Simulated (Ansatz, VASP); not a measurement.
## Re in VASP and in Ansatz

INCAR

```
SYSTEM = Re
PREC     = Accurate       ! precision mode
ENCUT    = 600            ! plane-wave cutoff, eV
EDIFF    = 1E-6           ! SCF threshold, eV
ISMEAR   = 1              ! smearing method
SIGMA    = 0.01           ! smearing width, eV
LREAL    = .FALSE.        ! projectors in reciprocal space
LASPH    = .TRUE.         ! aspherical terms in the spheres
NELM     = 120            ! most SCF steps
ALGO     = Normal         ! electronic algorithm
ISIF     = 2              ! what is computed and relaxed
LWAVE    = .FALSE.        ! write WAVECAR
LCHARG   = .FALSE.        ! write CHGCAR
GGA      = PE             ! functional
ALDAC    = 0.0          
AGGAC    = 0.0          
NBANDS   = 10             ! bands
GGA_COMPAT= .FALSE.
```

Contents of KPOINTS:

```
regular mesh
0
G
  12 12 12
  0 0 0
```

File POSCAR:

```
Re
1.0
    0.0000000000      2.0263214950      2.0263214950
    2.0263214950      0.0000000000      2.0263214950
    2.0263214950      2.0263214950      0.0000000000
Re
1
Direct
    0.0000000000      0.0000000000      0.0000000000
```

input.yaml

```yaml
crystal:
  lattice: { a: 4.05264299, b: 4.05264299, c: 4.05264299, alpha: 90.0, beta: 90.0, gamma: 90.0 }
  space_group: 225
  reduce_to_primitive: true
  atoms:
    - { symbol: Re, wyckoff: "4a", position: [0.0, 0.0, 0.0] }
hamiltonian:
  xc: { exchange: pbe, correlation: none }
  pseudopotentials: { kind: paw, partial_waves: polarizable }
kpoints:
  mp_grid: { grid: [12, 12, 12] }
scf:
  occupations: { method: cold, width: 0.01 }
output:
  forces: true
  stress: true
  eigenvalues: true
  bader: true
  populations: true
```

Change from the starting cell: volume scaled by 1.08.

Alike in both runs: functional PBE exchange alone; k mesh 12 × 12 × 12; no spin polarisation.

|  | VASP | Ansatz |
| --- | --- | --- |
| version | VASP 6.6.1 | Ansatz 0.2.0 |
| potentials or method | VASP PAW PBE potentials, release 64 (Re) | Ansatz PAW polarizable |
| plane-wave cutoff (eV) | 600 | 420 |
| occupations | methfessel-paxton of order 1, width 0.01 eV | cold, width 0.01 eV |
| valence electrons in the cell | 7 | 15 |
| task | single point | atomic charges |

VASP gave:

- gap on the k mesh at the Fermi level (eV): none
- pressure (GPa): -3.2

What did Ansatz give for the same quantities?

gap on the k mesh at the Fermi level (eV): none; pressure (GPa): -3.0.

VASP's potentials were made for PBE, not for PBE exchange alone. A gap of «none» marks a metal or a gap that the smearing closes. VASP's potentials hold 7 valence electrons a cell and Ansatz's 15, so a difference there can come from the potentials and not from the codes.

Spin-orbit coupling is off throughout.
